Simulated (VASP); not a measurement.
ZrC, 4 atoms in the cell. Symmetry: P4_2/mmc, No. 131, tetragonal system. Conventional cell: a = 3.274 Å, b = 3.274 Å, c = 6.222 Å, α = 90.00°, β = 90.00°, γ = 90.00°. Zr (site symmetry -4m2) has 4 C at 2.26 Å and 6 Zr at 3.11 to 3.27 Å within 3.3 Å. C (site symmetry mmm) has 4 Zr at 2.26 Å within 3.0 Å.  This cell differs from its parent crystal: atoms taken out.

| Item | Value |
| --- | --- |
| Program | VASP 6.6.1 |
| Task | single point |
| Functional | PBE |
| Potentials or basis | VASP PAW PBE potentials, release 64 (Zr_sv, C) |
| Cutoff | 520 eV |
| k mesh | 4 × 4 × 4 |
| Occupations | gaussian, width 0.1 eV |
| Spin | no spin polarisation |
| Dipole correction | no |
| Further INCAR settings | ALGO = Normal; EDIFF = 1e-07; NBANDS = 24 |

Potentials or basis: VASP PAW PBE potentials, release 64 (Zr_sv, C).

Command:

```bash
$ cat potpaw_PBE.64/Zr_sv/POTCAR potpaw_PBE.64/C/POTCAR > POTCAR
$ mpirun -np 1 vasp_std > vasp.out
```

Hardware: 1 thread of Intel(R) Xeon(R) Platinum 8488C (Sapphire Rapids), on a shared host.

Task: Estimate the wall time of this run.

Result: It took 21 s on 1 thread of Intel(R) Xeon(R) Platinum 8488C (Sapphire Rapids), on a shared host, peak memory 0.18 GiB. Counts: scf iterations 16, k points 18.
